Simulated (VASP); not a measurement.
# C in VASP: single point with r2SCAN

Aim: the single point of C with r2SCAN.

Program: VASP 6.6.1. These are calculated values, not measurements. Logs are shortened: lines on timing, memory, paths and dates and some standing lists are left out, and cuts for length are marked.

### Step 1. The cell of the first run

The cell holds a slab with vacuum, 4 atoms: a = 2.456 Å, b = 2.456 Å, c = 17.048 Å, α = 90.00°, β = 90.00°, γ = 60.00°.

### Step 2. Single point, r2SCAN

The input, POSCAR:

```
C
1.0
   -1.2279799889     -2.1269237315      0.0000000000
    1.2279799889     -2.1269237315      0.0000000000
    0.0000000000      0.0000000000     17.0476918049
C
4
Direct
    0.6666666667      0.6666666667      0.0000000000
    0.6666666667      0.6666666667      0.5000000000
    0.3333333333      0.3333333333      0.0000000000
    0.3333333333      0.3333333333      0.5000000000
```

The input, INCAR.step1:

```
SYSTEM = C
PREC     = Accurate       ! precision mode
ENCUT    = 520            ! plane-wave cutoff, eV
ISMEAR   = 0              ! smearing method
SIGMA    = 0.15           ! smearing width, eV
LREAL    = .FALSE.        ! projectors in reciprocal space
LASPH    = .TRUE.         ! aspherical terms in the spheres
NELM     = 100            ! most SCF steps
NBANDS   = 16             ! bands
GGA      = PE             ! functional
ALGO     = Normal         ! electronic algorithm
EDIFF    = 1E-4           ! SCF threshold, eV
LWAVE    = .TRUE.         ! write WAVECAR
LCHARG   = .FALSE.        ! write CHGCAR
```

The input, INCAR.step2:

```
SYSTEM = C
PREC     = Accurate       ! precision mode
ENCUT    = 520            ! plane-wave cutoff, eV
EDIFF    = 1E-6           ! SCF threshold, eV
ISMEAR   = 0              ! smearing method
SIGMA    = 0.15           ! smearing width, eV
LREAL    = .FALSE.        ! projectors in reciprocal space
LASPH    = .TRUE.         ! aspherical terms in the spheres
NELM     = 100            ! most SCF steps
ALGO     = Normal         ! electronic algorithm
ISIF     = 2              ! what is computed and relaxed
LWAVE    = .FALSE.        ! write WAVECAR
LCHARG   = .FALSE.        ! write CHGCAR
METAGGA  = R2SCAN         ! meta-GGA
LMIXTAU  = .TRUE.       
NBANDS   = 16             ! bands
ISTART   = 1
```

The input, KPOINTS:

```
Automatic mesh
0
G
  27 27 4
  0 0 0
```

Potentials or basis: VASP PAW PBE potentials, release 64 (C).

Command:

```console
$ cat potpaw_PBE.64/C/POTCAR > POTCAR
$ cp INCAR.step1 INCAR
$ mpirun -np 1 vasp_std > vasp.out
$ cp INCAR.step2 INCAR
$ mpirun -np 1 vasp_std > vasp.out
```

OUTCAR:

```text
SYSTEM = C
   PREC = Accurate
   ENCUT = 520
   EDIFF = 1E-6
   ISMEAR = 0
   LREAL = .FALSE.
   LASPH = .TRUE.
   NELM = 100
   ISIF = 2
   METAGGA = R2SCAN
   ISTART = 1

 ion  position               nearest neighbor table
   1  0.667  0.667  0.000-   3 1.42   3 1.42   3 1.42
   2  0.667  0.667  0.500-   4 1.42   4 1.42   4 1.42
   3  0.333  0.333  0.000-   1 1.42   1 1.42   1 1.42
   4  0.333  0.333  0.500-   2 1.42   2 1.42   2 1.42

  LATTYP: Found a hexagonal cell.
 ALAT       =     2.4559599778
 C/A-ratio  =     6.9413557056

  Lattice vectors:

 A1 = (  -1.2279799889,   2.1269237315,   0.0000000000)
 A2 = (  -1.2279799889,  -2.1269237315,   0.0000000000)
 A3 = (   0.0000000000,   0.0000000000,  17.0476918049)

Analysis of symmetry for initial positions (statically):
=====================================================================
 Subroutine PRICEL returns following result:

  LATTYP: Found a hexagonal cell.
 ALAT       =     2.4559599778
 C/A-ratio  =     3.4706778528

  Lattice vectors:

 A1 = (  -1.2279799889,   2.1269237315,   0.0000000000)
 A2 = (  -1.2279799889,  -2.1269237315,   0.0000000000)
 A3 = (   0.0000000000,   0.0000000000,   8.5238459024)

   2 primitive cells build up your supercell.

 Routine SETGRP: Setting up the symmetry group for a
 hexagonal supercell.

 Subroutine GETGRP returns: Found 24 space group operations
 (whereof 24 operations were pure point group operations)
 out of a pool of 24 trial point group operations.

The static configuration has the point symmetry D_6h.

Analysis of symmetry for dynamics (positions and initial velocities):
=====================================================================
 Subroutine PRICEL returns following result:

  LATTYP: Found a hexagonal cell.
 ALAT       =     2.4559599778
 C/A-ratio  =     3.4706778528

  Lattice vectors:

 A1 = (  -1.2279799889,   2.1269237315,   0.0000000000)
 A2 = (  -1.2279799889,  -2.1269237315,   0.0000000000)
 A3 = (   0.0000000000,   0.0000000000,   8.5238459024)

   2 primitive cells build up your supercell.

 Routine SETGRP: Setting up the symmetry group for a
 hexagonal supercell.

 Subroutine GETGRP returns: Found 24 space group operations
 (whereof 24 operations were pure point group operations)
[... 93 lines left out ...]
   PREC   = accura    normal or accurate (medium, high low for compatibility)
   ISTART =      1    job   : 0-new  1-cont  2-samecut
   ICHARG =      0    charge: 1-file 2-atom 10-const
   ISPIN  =      1    spin polarized calculation?
   LNONCOLLINEAR =      F non collinear calculations
   LSORBIT =      F    spin-orbit coupling
   LASPH  =      T    aspherical Exc in radial PAW
   ENCUT  =  520.0 eV  38.22 Ry    6.18 a.u.   4.57  4.57 31.70*2*pi/ulx,y,z
   NELM   =    100;   NELMIN=  2; NELMDL=  0     # of ELM steps
   EDIFF  = 0.1E-05   stopping-criterion for ELM
   LREAL  =      F    real-space projection
   EDIFFG = 0.1E-04   stopping-criterion for IOM
   NSW    =      0    number of steps for IOM
   IBRION =     -1    ionic relax: 0-MD 1-quasi-New 2-CG
   NFREE  =      0    steps in history (QN), initial steepest desc. (CG)
   ISIF   =      2    stress and relaxation
   ISYM   =      2    0-nonsym 1-usesym 2-fastsym
   POTIM  = 0.5000    time-step for ionic-motion
   TEBEG  =    0.0;   TEEND  =   0.0 temperature during run
   PSTRESS=    0.0 pullay stress
   NELECT =      16.0000    total number of electrons
   NUPDOWN=      -1.0000    fix difference up-down
   EMIN   =  10.00;   EMAX   =-10.00  energy-range for DOS
   EFERMI =   0.00;   METHOD = LEGACY
   ISMEAR =     0;   SIGMA  =   0.15  broadening in eV -4-tet -1-fermi 0-gaus
   EFERMI_NEDOS =   21; number of points for ismear=-14 and -15
   IALGO  =     38    algorithm
   IMIX   =      4    mixing-type and parameters
     AMIX     =   0.40;   BMIX     =  1.00
     AMIX_MAG =   1.60;   BMIX_MAG =  1.00
  volume/ion in A,a.u.               =      22.26       150.24
  Fermi-wavevector in a.u.,A,eV,Ry     =   0.923780  1.745691 11.610797  0.853370
  Thomas-Fermi vector in A             =   2.049454
   LORBIT       =      0    0 simple, 1 ext, 2 COOP (PROOUT), +10 PAW based schemes
   METAGGA = R2SCAN    functional components
   LHFCALC =     F    Hartree Fock is set to
   AEXX    =    0.0000 exact exchange contribution
   IVDW    =     0    specifies the selected vdW correction
   LEPSILON=     F    determine dielectric tensor
   LRPA    =     F    only Hartree local field effects (RPA)
 non-spin polarized calculation
 Gauss-broadening in eV      SIGMA  =   0.15
  energy-cutoff  :      520.00
  volume of cell :       89.05
 maximum number of plane-waves:      2436
   NGX =  9   NGY =  9   NGZ = 63

 number of electron      15.9999994 magnetization

 Free energy of the ion-electron system (eV)
  ---------------------------------------------------
  ext. energy  EPLUGINS =         0.00000000
  ---------------------------------------------------
  free energy    TOTEN  =       -39.68563176 eV

  energy without entropy =      -39.68470305  energy(sigma->0) =      -39.68516740

 E-fermi :  -0.7174     XC(G=0):  -5.0624

 val. band max:       -0.7174139600   @ k =  -0.3333   0.3333   0.2500
 cond. band min:      -0.7173900382   @ k =  -0.3333   0.3333   0.5000
 fundamental gap:      0.0000239218
 Fermi energy:        -0.7173909082

 k-point     1 :       0.0000    0.0000    0.0000
  band No.  band energies     occupation
      1     -21.5877      2.00000
      2     -21.5877      2.00000
      3      -8.8650      2.00000
      4      -8.8647      2.00000
      5      -3.9533      2.00000
      6      -3.9533      2.00000
[... 433 lines left out ...]
      3     -12.5282      2.00000
      4     -12.5282      2.00000
      5      -7.3774      2.00000
      6      -7.3774      2.00000
[... 8 lines left out ...]
     15       8.4596      0.00000
     16       9.9315      0.00000

 [... further k-points ...]
[... 5 lines left out ...]
  --------------------------------------------------------------------------------------
  -------------------------------------------------------------------------------------
  Total        0.2169411      0.2169411     -0.0257639      0.0000000      0.0000000      0.0000000
  in kB        3.9031359      3.9031359     -0.4635365      0.0000000      0.0000000      0.0000000
  external PRESSURE =       2.4475784 kB  Pullay stress =       0.0000000 kB

 VOLUME and BASIS-vectors are now :
 -----------------------------------------------------------------------------
  energy-cutoff  :      520.00
  volume of cell :       89.05
      direct lattice vectors                 reciprocal lattice vectors
    -1.227979989 -2.126923731  0.000000000    -0.407172759 -0.235081302  0.000000000
     1.227979989 -2.126923731  0.000000000     0.407172759 -0.235081302  0.000000000
     0.000000000  0.000000000 17.047691805     0.000000000  0.000000000  0.058658968

 POSITION                                       TOTAL-FORCE (eV/Angst)
 -----------------------------------------------------------------------------------
      0.00000     -2.83590      0.00000         0.000000      0.000000     -0.000000
      0.00000     -2.83590      8.52385         0.000000      0.000000     -0.000000
      0.00000     -1.41795      0.00000        -0.000000     -0.000000     -0.000000
      0.00000     -1.41795      8.52385        -0.000000     -0.000000      0.000000
 -----------------------------------------------------------------------------------
    total drift:                               -0.000000     -0.000000     -0.000000

  FREE ENERGIE OF THE ION-ELECTRON SYSTEM (eV)
  ---------------------------------------------------
  free  energy   TOTEN  =       -39.6856317566 eV

  energy  without entropy=      -39.6847030494  energy(sigma->0) =      -39.68516740
```

OUTCAR.step1:

```text
SYSTEM = C
   PREC = Accurate
   ENCUT = 520
   ISMEAR = 0
   LREAL = .FALSE.
   LASPH = .TRUE.
[... 703 lines left out ...]
      0.00000     -2.83590      8.52385        -0.000000     -0.000000     -0.000000
      0.00000     -1.41795      0.00000         0.000000      0.000000     -0.000000
      0.00000     -1.41795      8.52385         0.000000      0.000000      0.000000
 -----------------------------------------------------------------------------------
    total drift:                                0.000000     -0.000000     -0.000000

  FREE ENERGIE OF THE ION-ELECTRON SYSTEM (eV)
  ---------------------------------------------------
  free  energy   TOTEN  =       -36.8962000094 eV

  energy  without entropy=      -36.8952713016  energy(sigma->0) =      -36.89573566
```

It took 13 min on 1 thread of Oxide Virtual Turin-like, shared host; peak memory 0.33 GiB.

Results:

```yaml
Free_energy: -39.6856 eV
Band_gap_on_the_k_mesh: zero (filled and empty bands touch)
```

Caveat: there is no dipole correction, which matters where the two faces differ; the PAW data sets were made with another functional, which shifts forces and pressure a little.
